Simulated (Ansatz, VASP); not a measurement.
**Sn: VASP beside Ansatz**

```
Sn
1.0
    -2.91585    2.91585    1.59065
     2.91585   -2.91585    1.59065
     2.91585    2.91585   -1.59065
Sn
2
Cartesian
  0.0000 0.0000 0.0000
  0.0000 2.9158 0.7953
```

Alike in both runs: task electric field gradients; functional PBEsol; k mesh 15 × 15 × 15; no spin polarisation.

|  | VASP | Ansatz |
| --- | --- | --- |
| version | VASP 6.6.1 | Ansatz 0.2.0 |
| potentials or method | VASP PAW PBE potentials, release 64 (Sn_d) | PAW with Ansatz's default frozen-core files, scalar-relativistic |
| plane-wave cutoff (eV) | 520 | 420 |
| occupations | tetrahedron | tetrahedron-uncorrected |
| valence electrons in the cell | 28 | 28 |

|  | VASP | Ansatz | Ansatz less VASP |
| --- | --- | --- | --- |
| gap on the k mesh at the Fermi level (eV) | none | none | - |
| pressure (GPa) | -0.2 | -0.2 | +0.04 |
| traceless stress, the component that is largest in VASP (GPa) | -0.21 | -0.23 | -0.012 |

VASP's potentials were made for PBE, not for PBEsol. A gap of «none» marks a metal or a gap that the smearing closes. Ansatz's warnings: band table not solved further.
